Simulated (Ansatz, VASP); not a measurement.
One calculation of HfB, two programs

```
Hf B
1.0
     0.00000    2.39370    2.39370
     2.50549    0.00000    2.39370
     2.50549    2.39370    0.00000
Hf B
1 1
Direct
  0.49857 0.50143 0.50143
  0.02360 0.97640 0.97640
```

Change from the starting cell: mode 4 frozen in at -0.113 Å, normal strain along x +0.0467.

Alike in both runs: task single point; functional PBEsol; k mesh 16 × 16 × 16; occupations gaussian, width 0.15 eV; no spin polarisation.

|  | VASP | Ansatz |
| --- | --- | --- |
| version | VASP 6.6.1 | Ansatz 0.2.0 |
| potentials or method | VASP PAW PBE potentials, release 64 (Hf_pv, B), cutoff 520 eV | scalar-relativistic, plane waves, PAW |
| valence electrons in the cell | 13 | 29 |

|  | VASP | Ansatz | Ansatz less VASP |
| --- | --- | --- | --- |
| gap on the k mesh at the Fermi level (eV) | none | none | - |
| pressure (GPa) | -6.1 | -6.3 | -0.12 |
| traceless stress, the component that is largest in VASP (GPa) | -7.20 | -7.11 | +0.090 |
| rms of the force components (eV/Å) | 0.388 | 0.389 | +0.0010 |

VASP's potentials were made for PBE, not for PBEsol. Atom by atom the forces differ by 0.001 eV/Å (rms over components). A gap of «none» marks a metal or a gap that the smearing closes. The functional is the same, so the differences come from potentials, cutoffs and numerics. VASP's potentials hold 13 valence electrons a cell and Ansatz's 29, so a difference there can come from the potentials and not from the codes.

Spin-orbit coupling is off throughout.
